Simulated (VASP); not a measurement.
TaN:

```xyz
2
Lattice="2.9380 0.0000 0.0000 -1.4690 2.5444 0.0000 0.0000 0.0000 2.8830" Properties=species:S:1:pos:R:3 pbc="T T T"
Ta    0.0000    1.6963    1.4415
N     0.0000    0.0000    0.0000
```

```yaml
Program: VASP 6.6.1
Task: relaxation of cell and atoms
Functional: LDA
Potentials_or_basis: VASP PAW LDA potentials, release 64 (Ta_sv_GW, N)
Cutoff: 700 eV
k_mesh: 7 × 7 × 7
Occupations: fermi-dirac, width 0.05 eV
Spin: no spin polarisation
```

At the start: pressure -10.5 GPa; volume 10.78 Å³/atom.

**Question.** How do energy, volume and symmetry change on relaxing?

**Answer.** Over 7 steps the energy falls by 10.5 meV/atom and the volume is 10.47 Å³/atom (-2.9 %); space group P-6m2 (No. 187, to 0.1 Å) before and after.

The path:
```tsv
step	energy change (eV)	largest force (eV/Å)	pressure (GPa)	volume (Å³)
1	0.0000	0.0000	-10.53	21.55
2	0.1318	0.0000	34.13	19.42
3	-0.0210	0.0000	-0.36	20.95
4	-0.0210	0.0000	-0.05	20.93
5	-0.0210	0.0000	0.18	20.92
6	-0.0210	0.0000	-0.42	20.95
7	-0.0211	0.0000	-0.06	20.93
```

Final structure:
```xyz
2
Lattice="2.9111 0.0000 0.0000 -1.4556 2.5211 0.0000 0.0000 0.0000 2.8524" Properties=species:S:1:pos:R:3 pbc="T T T"
Ta    0.0000    1.6807    1.4262
N     0.0000    0.0000    0.0000
```
